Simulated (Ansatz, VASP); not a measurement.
## MgH2: VASP beside Ansatz

The input INCAR:

```
ALGO = Normal ; EDIFF = 1E-7
EDIFFG = -0.01 ; ENCUT = 600
GGA = PE ; IBRION = 2
ISIF = 3 ; ISMEAR = 0
LASPH = True ; LCHARG = False
LREAL = False ; LWAVE = False
NELM = 60 ; NSW = 100
PREC = Accurate ; SIGMA = 0.02
```

KPOINTS

```
k-points
0
Gamma
  12 12 4
```

File POSCAR:

```
MgH2
1.0
    3.0197118711      0.0000000000      0.0000000000
   -1.5098559356      2.6151471925      0.0000000000
    0.0000000000      0.0000000000     10.1181563467
Mg H
2 4
Direct
    0.3333333333      0.6666666667      0.3749561381
    0.6666666667      0.3333333333      0.8749561381
    0.3333333333      0.6666666667      0.9670491290
    0.6666666667      0.3333333333      0.4670491290
    0.0000000000      0.0000000000      0.2829947329
    0.0000000000      0.0000000000      0.7829947329
```

Input for Ansatz:

```yaml
crystal:
  lattice:
    - [3.0197118711, 0.0, 0.0]
    - [-1.5098559356, 2.6151471925, 0.0]
    - [0.0, 0.0, 10.1181563467]
  atoms:
    - { symbol: Mg, position: [0.3333333333, 0.6666666667, 0.3749561381] }
    - { symbol: Mg, position: [0.6666666667, 0.3333333333, 0.8749561381] }
    - { symbol: H, position: [0.3333333333, 0.6666666667, 0.967049129] }
    - { symbol: H, position: [0.6666666667, 0.3333333333, 0.467049129] }
    - { symbol: H, position: [0.0, 0.0, 0.2829947329] }
    - { symbol: H, position: [0.0, 0.0, 0.7829947329] }
basis:
  ecutwfc: 420
kpoints:
  mp_grid: { grid: [12, 12, 4] }
hamiltonian:
  xc: pbe
scf:
  occupations: { method: gaussian, width: 0.02 }
output:
  forces: true
  stress: true
  eigenvalues: true
relax:
  adjacent_minimum: "off"
  f_tol: 0.01
  max_steps: 80
  cell: { stress_tol: 0.05 }
```

Alike in both runs: task relaxation of cell and atoms; functional PBE; k mesh 12 × 12 × 4; occupations gaussian, width 0.02 eV; no spin polarisation.

|  | VASP | Ansatz |
| --- | --- | --- |
| version | VASP 6.6.1 | Ansatz 0.2.0 |
| potentials or method | VASP PAW PBE potentials, release 64 (Mg, H), cutoff 600 eV | scalar-relativistic, plane waves, PAW |
| valence electrons in the cell | 8 | 24 |

|  | VASP | Ansatz | Ansatz less VASP |
| --- | --- | --- | --- |
| gap on the k mesh at the Fermi level, each at its own relaxed structure (eV) | 4.44 | 4.44 | +0.001 |
| relaxed volume (Å³/atom) | 13.30 | 13.32 | +0.021 |
| relaxed length of the cell vector where the two differ most in proportion (Å) | 3.018 | 3.020 | +0.0022 |

VASP's potentials hold 8 valence electrons a cell and Ansatz's 24, so a difference there can come from the potentials and not from the codes.
